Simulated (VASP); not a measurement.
Set up this calculation in VASP 6.6.1, as the native input.

- Task: single point
- Functional: PBEsol
- Potentials or basis: VASP PAW PBE potentials, release 64 (Nb_sv)
- Cutoff: 520 eV
- k mesh: 14 × 14 × 14
- Occupations: fermi-dirac, width 0.136057 eV
- Spin: no spin polarisation
- Dipole correction: no
- Further INCAR settings: ALGO = Normal; EDIFF = 1e-06; NBANDS = 12

The structure of Nb lies in POSCAR:

```
Nb
1.0
   -1.6375866745      1.6375866745      1.6375866745
    1.6375866745     -1.6375866745      1.6375866745
    1.6375866745      1.6375866745     -1.6375866745
Nb
1
Direct
    0.0000000000      0.0000000000      0.0000000000
```

The input as run:

INCAR

```
ALGO = Normal
EDIFF = 1E-6
ENCUT = 520
GGA = PS
ISIF = 2
ISMEAR = -1
LASPH = True
LCHARG = False
LREAL = False
LWAVE = False
NBANDS = 12
NELM = 80
PREC = Accurate
SIGMA = 0.13605693000000002
```

KPOINTS

```
k-points
0
Gamma
  14 14 14
```

Potentials or basis: VASP PAW PBE potentials, release 64 (Nb_sv).

Command:

```sh
$ cat potpaw_PBE.64/Nb_sv/POTCAR > POTCAR
$ mpirun -np 1 vasp_std > vasp.out
```

Results of the run:

```
Pressure : -0.3 GPa
```

Caveat: the PAW data sets were made with another functional, which shifts forces and pressure a little.

It took 12 s on 1 thread of Intel Xeon 6975P-C, with other jobs on the host, peak memory 0.15 GiB.
